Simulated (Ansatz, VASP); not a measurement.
# As in VASP and in Ansatz

```
As
1.0
     4.56640    0.00000    0.00000
    -2.28320    3.95462    0.00000
     0.00000    0.00000    2.83374
As
2
Direct
  0.33333 0.66667 0.00000
  0.66667 0.33333 0.00000
```

Alike in both runs: task relaxation of cell and atoms; functional PBEsol; k mesh 7 × 7 × 9; occupations fermi-dirac, width 0.05 eV; no spin polarisation.

```csv
,VASP,Ansatz
version,VASP 6.6.1,Ansatz 0.2.0
potentials or method,"VASP PAW PBE potentials, release 64 (As)",Ansatz PAW
plane-wave cutoff (eV),600,420
valence electrons in the cell,10,30
```

VASP gave:

```
gap on the k mesh at the Fermi level, each at its own relaxed structure (eV) : none
relaxed volume (Å³/atom)                                                     : 24.39
relaxed cell length with the largest relative difference (Å)                 : 4.484
```

Question: Estimate Ansatz's values.

Answer: gap on the k mesh at the Fermi level, each at its own relaxed structure (eV): none; relaxed volume (Å³/atom): 24.30; relaxed cell length with the largest relative difference (Å): 4.477.

VASP's potentials were made for PBE, not for PBEsol. A gap of «none» marks a metal or a gap that the smearing closes. VASP's potentials hold 10 valence electrons a cell and Ansatz's 30, so a difference there can come from the potentials and not from the codes.

Noted on Ansatz's run: the plane-wave basis is chosen anew once the cell has moved, so the energies of steps on either side of that aren't comparable.
